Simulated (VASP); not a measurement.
# AlN (R3m) in VASP: notebook

AlN is run at these levels: r2SCAN; tasks: single point.

Everything below comes from runs of VASP 6.6.1. Logs are shortened: lines on timing, memory, paths and dates and some standing lists are left out, and cuts for length are marked.

## 1. The cell of the first run

It takes space group R3m (No. 160, trigonal). Conventional cell: a = 3.090 Å, b = 3.090 Å, c = 45.412 Å, α = 90.00°, β = 90.00°, γ = 120.00°. Within 2.5 Å of Al (site symmetry 3m) lie 4 N at 1.89 Å. Al (site symmetry 3m) has 4 N at 1.89 Å within 2.5 Å. Within 2.5 Å of Al (site symmetry 3m) lie 4 N at 1.89 Å. Al (site symmetry 3m) has 4 N at 1.89 Å within 2.5 Å. Within 2.5 Å of Al (site symmetry 3m) lie 4 N at 1.89 Å. Within 2.5 Å of Al (site symmetry 3m) lie 3 N at 1.89 Å. N (site symmetry 3m) has 4 Al at 1.89 Å within 2.5 Å. N (site symmetry 3m) has 4 Al at 1.89 Å within 2.5 Å.

## 2. Single point, r2SCAN

The input, POSCAR:

```
AlN
1.0
    2.1849006262     -2.1849006262      0.0000000000
    2.1849006262      0.0000000000     -2.1849006262
   11.6529489997      7.2829292572      7.2829292572
Al N
6 6
Direct
    0.7361201400     -0.2638798600      0.3958000000
    0.1805701400      0.1805701400      0.2291333333
    0.2916701400      0.2916701400      0.5624666667
    0.4027701400      0.4027701400      0.8958000000
   -0.1527798600     -0.1527798600      0.7291333333
    0.6250201400      0.6250201400      0.0624666667
    0.3750076400      0.3750076400      0.4374666667
    0.8194576400      0.8194576400      0.2708000000
   -0.0694423600     -0.0694423600      0.6041333333
    0.0416576400      0.0416576400      0.9374666667
   -0.5138923600     -0.5138923600      0.7708000000
    0.2639076400      0.2639076400      0.1041333333
```

The input, INCAR.step1:

```
SYSTEM = AlN
ALGO = Normal ; EDIFF = 1E-4
ENCUT = 520 ; GGA = PE
ISMEAR = 0 ; LASPH = .TRUE.
LCHARG = .FALSE. ; LREAL = .FALSE.
LWAVE = .TRUE. ; NBANDS = 36
NELM = 100 ; PREC = Accurate
SIGMA = 0.05
```

The input, INCAR.step2:

```
SYSTEM = AlN
ALGO = Normal ; EDIFF = 1E-7
ENCUT = 520 ; ISIF = 2
ISMEAR = 0 ; ISTART = 1
LASPH = .TRUE. ; LCHARG = .FALSE.
LMIXTAU = .TRUE. ; LREAL = .FALSE.
LWAVE = .FALSE. ; METAGGA = R2SCAN
NBANDS = 36 ; NELM = 100
PREC = Accurate ; SIGMA = 0.05
```

The input, KPOINTS:

```
k-points
0
G
  8 8 2
  0 0 0
```

Potentials or basis: VASP PAW PBE potentials, release 64 (Al, N).

On the command line:

```sh
$ cat potpaw_PBE.64/Al/POTCAR potpaw_PBE.64/N/POTCAR > POTCAR
$ cp INCAR.step1 INCAR
$ mpirun -np 1 vasp_std > vasp.out
$ cp INCAR.step2 INCAR
$ mpirun -np 1 vasp_std > vasp.out
```

OUTCAR:

```text
SYSTEM = AlN
   EDIFF = 1E-7
   ENCUT = 520
   ISIF = 2
   ISMEAR = 0
   ISTART = 1
   LASPH = .TRUE.
   LREAL = .FALSE.
   METAGGA = R2SCAN
   NELM = 100
   PREC = Accurate

 ion  position               nearest neighbor table
   1  0.736  0.736  0.396-   8 1.89   7 1.89   7 1.89   7 1.89   3 3.09   2 3.09   3 3.09   3 3.09
                             2 3.09   2 3.09
   2  0.181  0.181  0.229-  12 1.89   8 1.89   8 1.89   8 1.89   6 3.09   6 3.09   6 3.09   1 3.09
                             1 3.09   1 3.09
   3  0.292  0.292  0.562-   9 1.89   9 1.89   9 1.89   7 1.89   5 3.09   5 3.09   5 3.09   1 3.09
                             1 3.09   1 3.09
   4  0.403  0.403  0.896-  11 1.89  10 1.89  10 1.89  10 1.89   6 3.09   6 3.09   5 3.09   5 3.09
                             5 3.09   6 3.09
   5  0.847  0.847  0.729-   9 1.89  11 1.89  11 1.89  11 1.89   3 3.09   3 3.09   3 3.09   4 3.09
                             4 3.09   4 3.09
   6  0.625  0.625  0.062-  12 1.89  12 1.89  12 1.89   4 3.09   4 3.09   2 3.09   2 3.09   2 3.09
                             4 3.09
   7  0.375  0.375  0.437-   3 1.89   1 1.89   1 1.89   1 1.89
   8  0.819  0.819  0.271-   1 1.89   2 1.89   2 1.89   2 1.89
   9  0.931  0.931  0.604-   3 1.89   3 1.89   3 1.89   5 1.89
  10  0.042  0.042  0.937-   4 1.89   4 1.89   4 1.89
  11  0.486  0.486  0.771-   4 1.89   5 1.89   5 1.89   5 1.89
  12  0.264  0.264  0.104-   6 1.89   6 1.89   6 1.89   2 1.89

  LATTYP: Found a trigonal (rhomboedric) cell.
 ALAT       =    15.2422046066
 COS(alpha) =     0.9794520407

  Lattice vectors:

 A1 = (   9.4680483735,   9.4678298834,   7.2829292572)
 A2 = (   7.2831477473,   9.4678298834,   9.4678298834)
 A3 = (   9.4680483735,   7.2829292572,   9.4678298834)

Analysis of symmetry for initial positions (statically):
=====================================================================
 Subroutine PRICEL returns:
 Original cell was already a primitive cell.

 Routine SETGRP: Setting up the symmetry group for a
 trigonal (rhombohedral) supercell.

 Subroutine GETGRP returns: Found  2 space group operations
 (whereof  2 operations were pure point group operations)
 out of a pool of 12 trial point group operations.

The static configuration has the point symmetry C_1h.

Analysis of symmetry for dynamics (positions and initial velocities):
=====================================================================
 Subroutine PRICEL returns:
 Original cell was already a primitive cell.

 Routine SETGRP: Setting up the symmetry group for a
 trigonal (rhombohedral) supercell.

 Subroutine GETGRP returns: Found  2 space group operations
 (whereof  2 operations were pure point group operations)
 out of a pool of 12 trial point group operations.

The dynamic configuration has the point symmetry C_1h.

 Subroutine INISYM returns: Found  2 space group operations
 (whereof  2 operations are pure point group operations),
 and found     1 'primitive' translations

----------------------------------------------------------------------------------------

                                     Primitive cell

  volume of cell :     125.1631

  direct lattice vectors                    reciprocal lattice vectors
     2.184900626 -2.184900626  0.000000000     0.127133929 -0.330552791  0.127133929
     2.184900626  0.000000000 -2.184900626     0.127133929  0.127133929 -0.330552791
    11.652949000  7.282929257  7.282929257     0.038140560  0.038140560  0.038140560

  length of vectors
     3.089916098  3.089916098 15.552277567     0.376286087  0.376286087  0.066061388

  position of ions in fractional coordinates (direct lattice)
     0.736120140  0.736120140  0.395800000
     0.180570140  0.180570140  0.229133333
     0.291670140  0.291670140  0.562466667
     0.402770140  0.402770140  0.895800000
     0.847220140  0.847220140  0.729133333
     0.625020140  0.625020140  0.062466667
     0.375007640  0.375007640  0.437466667
     0.819457640  0.819457640  0.270800000
     0.930557640  0.930557640  0.604133333
     0.041657640  0.041657640  0.937466667
     0.486107640  0.486107640  0.770800000
     0.263907640  0.263907640  0.104133333
[... 49 lines left out ...]
|        The reciprocal lattice is rhombohedral (trigonal),                   |
|        whereas your k-lattice is base-centered monoclinic.                  |
|                                                                             |
|     Results are often still useful ...                                      |
|                                                                             |
 -----------------------------------------------------------------------------

 WARNING: IBZKPT: internal override: KBLOWUP is changed to .FALSE.
      ... skipping the blow-up phase ...

 Subroutine IBZKPT returns following result:
 ===========================================

 Found     42 irreducible k-points:

 Following reciprocal coordinates:
            Coordinates               Weight
  0.000000  0.000000  0.000000      1.000000
  0.125000  0.000000  0.000000      4.000000
  0.250000  0.000000  0.000000      4.000000
  0.375000  0.000000  0.000000      4.000000
  0.500000  0.000000  0.000000      2.000000
  0.125000  0.125000  0.000000      2.000000
[... 16 lines left out ...]
  0.125000  0.000000  0.500000      4.000000
  0.250000  0.000000  0.500000      4.000000
 [... further k-points ...]
   k-points           NKPTS =     42   k-points in BZ     NKDIM =     42   number of bands    NBANDS=     36
   number of dos      NEDOS =    301   number of ions     NIONS =     12
   total plane-waves  NPLWV =  69120
   dimension x,y,z NGX =    24 NGY =   24 NGZ =  120
   dimension x,y,z NGXF=    48 NGYF=   48 NGZF=  240
   ions per type =               6   6
   NGX,Y,Z   is equivalent  to a cutoff of  12.91, 12.91, 12.83 a.u.
   NGXF,Y,Z  is equivalent  to a cutoff of  25.83, 25.83, 25.65 a.u.
 SYSTEM =  AlN
   PREC   = accura    normal or accurate (medium, high low for compatibility)
   ISTART =      1    job   : 0-new  1-cont  2-samecut
   ICHARG =      0    charge: 1-file 2-atom 10-const
   ISPIN  =      1    spin polarized calculation?
   LNONCOLLINEAR =      F non collinear calculations
   LSORBIT =      F    spin-orbit coupling
   LASPH  =      T    aspherical Exc in radial PAW
   ENCUT  =  520.0 eV  38.22 Ry    6.18 a.u.   5.75  5.75 28.92*2*pi/ulx,y,z
   NELM   =    100;   NELMIN=  2; NELMDL=  0     # of ELM steps
   EDIFF  = 0.1E-06   stopping-criterion for ELM
   LREAL  =      F    real-space projection
   EDIFFG = 0.1E-05   stopping-criterion for IOM
   NSW    =      0    number of steps for IOM
   IBRION =     -1    ionic relax: 0-MD 1-quasi-New 2-CG
   NFREE  =      0    steps in history (QN), initial steepest desc. (CG)
   ISIF   =      2    stress and relaxation
   ISYM   =      2    0-nonsym 1-usesym 2-fastsym
   POTIM  = 0.5000    time-step for ionic-motion
   TEBEG  =    0.0;   TEEND  =   0.0 temperature during run
   PSTRESS=    0.0 pullay stress
   NELECT =      48.0000    total number of electrons
   NUPDOWN=      -1.0000    fix difference up-down
   EMIN   =  10.00;   EMAX   =-10.00  energy-range for DOS
   EFERMI =   0.00;   METHOD = LEGACY
   ISMEAR =     0;   SIGMA  =   0.05  broadening in eV -4-tet -1-fermi 0-gaus
   EFERMI_NEDOS =   21; number of points for ismear=-14 and -15
   IALGO  =     38    algorithm
   IMIX   =      4    mixing-type and parameters
     AMIX     =   0.40;   BMIX     =  1.00
     AMIX_MAG =   1.60;   BMIX_MAG =  1.00
  volume/ion in A,a.u.               =      10.43        70.39
  Fermi-wavevector in a.u.,A,eV,Ry     =   1.189405  2.247650 19.247952  1.414685
  Thomas-Fermi vector in A             =   2.325513
   LORBIT       =      0    0 simple, 1 ext, 2 COOP (PROOUT), +10 PAW based schemes
   METAGGA = R2SCAN    functional components
   LHFCALC =     F    Hartree Fock is set to
   AEXX    =    0.0000 exact exchange contribution
   IVDW    =     0    specifies the selected vdW correction
   LEPSILON=     F    determine dielectric tensor
   LRPA    =     F    only Hartree local field effects (RPA)
 non-spin polarized calculation
 Gauss-broadening in eV      SIGMA  =   0.05
  energy-cutoff  :      520.00
  volume of cell :      125.16
 maximum number of plane-waves:      3398
   NGX = 11   NGY = 11   NGZ = 57

 number of electron      48.0000006 magnetization

 Free energy of the ion-electron system (eV)
  ---------------------------------------------------
  ext. energy  EPLUGINS =         0.00000000
  ---------------------------------------------------
  free energy    TOTEN  =      -113.96854682 eV

  energy without entropy =     -113.96854682  energy(sigma->0) =     -113.96854682

 E-fermi :   6.2770     XC(G=0): -11.4477

 val. band max:        5.9910035664   @ k =   0.0000   0.0000   0.0000
 cond. band min:       9.9505993885   @ k =   0.5000   0.0000   0.5000
 fundamental gap:      3.9595958221
 Fermi energy:         6.2770054846

 k-point     1 :       0.0000    0.0000    0.0000
  band No.  band energies     occupation
      1     -10.0189      2.00000
      2      -9.6266      2.00000
      3      -9.5462      2.00000
      4      -8.6626      2.00000
      5      -8.5575      2.00000
      6      -7.9370      2.00000
[... 925 lines left out ...]
     35      17.0325      0.00000
     36      17.5738      0.00000

 [... further k-points ...]

------------------------ aborting loop because EDIFF is reached ----------------------------------------

  FORCE on cell =-STRESS in cart. coord.  units (eV):
  Direction    XX          YY          ZZ          XY          YZ          ZX
  --------------------------------------------------------------------------------------
  -------------------------------------------------------------------------------------
  Total       -2.2286082     -2.2272499     -2.2272499      0.6194246      0.6182621      0.6194263
  in kB      -28.5277816    -28.5103936    -28.5103936      7.9290787      7.9141977      7.9291008
  external PRESSURE =     -28.5161896 kB  Pullay stress =       0.0000000 kB

 VOLUME and BASIS-vectors are now :
 -----------------------------------------------------------------------------
  energy-cutoff  :      520.00
  volume of cell :      125.16
      direct lattice vectors                 reciprocal lattice vectors
     2.184900626 -2.184900626  0.000000000     0.127133929 -0.330552791  0.127133929
     2.184900626  0.000000000 -2.184900626     0.127133929  0.127133929 -0.330552791
    11.652949000  7.282929257  7.282929257     0.038140560  0.038140560  0.038140560

 POSITION                                       TOTAL-FORCE (eV/Angst)
 -----------------------------------------------------------------------------------
      7.82894      1.27423      1.27423         0.044935      0.043817      0.043817
      3.45913      1.27423      1.27423         0.051821      0.053488      0.053488
      7.82894      3.45913      3.45913         0.044476      0.043690      0.043690
     12.19874      5.64404      5.64404        -0.084512     -0.085389     -0.085389
     12.19874      3.45913      3.45913         0.044786      0.046454      0.046454
      3.45913     -0.91067     -0.91067        -0.401167     -0.401924     -0.401924
      6.73649      2.36668      2.36668        -0.041707     -0.042417     -0.042417
      6.73649      0.18178      0.18178        -0.043444     -0.042971     -0.042971
     11.10629      2.36668      2.36668        -0.042896     -0.042902     -0.042902
     11.10629      6.73649      6.73649         0.451631      0.451250      0.451250
     11.10629      4.55158      4.55158        -0.057432     -0.056917     -0.056917
      2.36668      0.18178      0.18178         0.033510      0.033822      0.033822
 -----------------------------------------------------------------------------------
    total drift:                                0.033467      0.034444      0.034444

  FREE ENERGIE OF THE ION-ELECTRON SYSTEM (eV)
  ---------------------------------------------------
  free  energy   TOTEN  =      -113.9685468156 eV

  energy  without entropy=     -113.9685468156  energy(sigma->0) =     -113.96854682
```

Wall time 16 min (1 thread of Intel Xeon Platinum 8259CL at 2.50GHz (Skylake/Cascade Lake), shared host); peak memory 0.34 GiB.

What came out:

- Free energy: -113.9685 eV
- Pressure: -2.9 GPa
- Largest force: 0.782 eV/Å
- Band gap on the k mesh: 3.96 eV, indirect (least direct gap 4.42 eV)

Forces in eV/Å, atoms in the order of the input:
```
Al   0.045  0.044  0.044
Al   0.052  0.053  0.053
Al   0.044  0.044  0.044
Al  -0.085 -0.085 -0.085
Al   0.045  0.046  0.046
Al  -0.401 -0.402 -0.402
N   -0.042 -0.042 -0.042
N   -0.043 -0.043 -0.043
N   -0.043 -0.043 -0.043
N    0.452  0.451  0.451
N   -0.057 -0.057 -0.057
N    0.034  0.034  0.034
```

Levels at points of the mesh, in eV from the valence-band top:
```
           k point  band 22  band 23  band 24  band 25  band 26  band 27
(0.00, 0.00, 0.00)    -0.19    -0.19     0.00     4.42     5.80     6.12
(0.50, 0.00, 0.00)    -1.11    -0.73    -0.67     4.05     4.72     5.68
(0.50, 0.50, 0.00)    -1.11    -0.73    -0.67     4.05     4.72     5.68
(0.00, 0.00, 0.50)    -0.31    -0.20    -0.20     4.77     5.13     6.69
(0.50, 0.00, 0.50)    -0.91    -0.78    -0.64     3.96     4.87     5.73
(0.50, 0.50, 0.50)    -0.91    -0.78    -0.64     3.96     4.87     5.73
```

Caveat: the PAW data sets were made with another functional, which shifts forces and pressure a little. r2SCAN opens gaps a little over a GGA but as a rule still falls short of measured ones.

(Part 1 of 2 ends here.)
